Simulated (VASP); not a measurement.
A run of VASP 6.6.1:

INCAR

```
SYSTEM = CdSe
PREC = Accurate ; ENCUT = 520
EDIFF = 1E-6 ; ISMEAR = 0
SIGMA = 0.01 ; LREAL = .False.
LASPH = .True. ; NELM = 60
ALGO = Normal ; ISIF = 2
LWAVE = .False. ; LCHARG = .True.
GGA = PE ; LELF = .True.
LVHAR = .True. ; NBANDS = 26
```

Contents of KPOINTS:

```
Automatic mesh
0
Gamma
  6 6 4
  0 0 0
```

File POSCAR:

```
CdSe
1.0
    4.3000000000      0.0000000000      0.0000000000
   -2.1500000000      3.7239090000      0.0000000000
    0.0000000000      0.0000000000      7.0200000000
Cd Se
2 2
Direct
    0.3333333333      0.6666666667      0.0000000000
    0.6666666667      0.3333333333      0.5000000000
    0.3333333333      0.6666666667      0.3850000000
    0.6666666667      0.3333333333      0.8850000000
```

Potentials or basis: VASP PAW PBE potentials, release 64 (Cd, Se).

Launch:

```bash
$ cat potpaw_PBE.64/Cd/POTCAR potpaw_PBE.64/Se/POTCAR > POTCAR
$ mpirun -np 1 vasp_std > vasp.out
```

Hardware: 1 thread of Intel Xeon 8259CL, on a shared host.

Problem. Estimate the wall time of this run.

Solution. Wall time 99 s on 1 thread of Intel Xeon 8259CL (shared host), peak memory 0.25 GiB. Counts: scf iterations 14, k points 21.
